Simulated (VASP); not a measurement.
Write the native input for VASP 6.6.1 that does the following.

- Task: single point
- Functional: PBE
- Potentials or basis: VASP PAW PBE potentials, release 64 (Sr_sv, Ti_sv, O)
- Cutoff: 520 eV
- k mesh: 8 × 8 × 8
- Occupations: gaussian, width 0.02 eV
- Spin: no spin polarisation
- Dipole correction: no
- Further INCAR settings: ALGO = Normal; EDIFF = 1e-07; NBANDS = 51

The structure of SrTiO3 lies in POSCAR:

```
SrTiO3
1.0
   -2.7777137591      2.7777137591      3.9464442042
    2.7777137591     -2.7777137591      3.9464442042
    2.7777137591      2.7777137591     -3.9464442042
Sr Ti O
2 2 6
Direct
    0.7500000000      0.2500000000      0.5000000000
    0.2500000000      0.7500000000      0.5000000000
    0.0000000000      0.0000000000      0.0000000000
    0.5000000000      0.5000000000      0.0000000000
    0.2500000000      0.2500000000      0.0000000000
    0.7500000000      0.7500000000      0.0000000000
    0.7281949558      0.2281949558      0.9563899116
    0.2281949558      0.2718050442      0.5000000000
    0.2718050442      0.7718050442      0.0436100884
    0.7718050442      0.7281949558      0.5000000000
```

One way to write it, as run:

INCAR

```
PREC = Accurate
ENCUT = 520
EDIFF = 1E-7
ISMEAR = 0
SIGMA = 0.02
LREAL = F
LASPH = T
NELM = 60
ALGO = Normal
ISIF = 2
LWAVE = F
LCHARG = F
GGA = PE
NBANDS = 51
```

KPOINTS

```
Automatic mesh
0
Gamma
  8 8 8
```

Potentials or basis: VASP PAW PBE potentials, release 64 (Sr_sv, Ti_sv, O).

Launch:

```console
$ cat potpaw_PBE.64/Sr_sv/POTCAR potpaw_PBE.64/Ti_sv/POTCAR potpaw_PBE.64/O/POTCAR > POTCAR
$ mpirun -np 1 vasp_std > vasp.out
```

It gave:

```
Pressure               : 0.6 GPa
Largest force          : 0.004 eV/Å
Band gap on the k mesh : 1.90 eV
```

Wall time 22 min on 1 thread of Oxide Virtual Turin-like Processor, with other jobs on the host, peak memory 0.42 GiB.
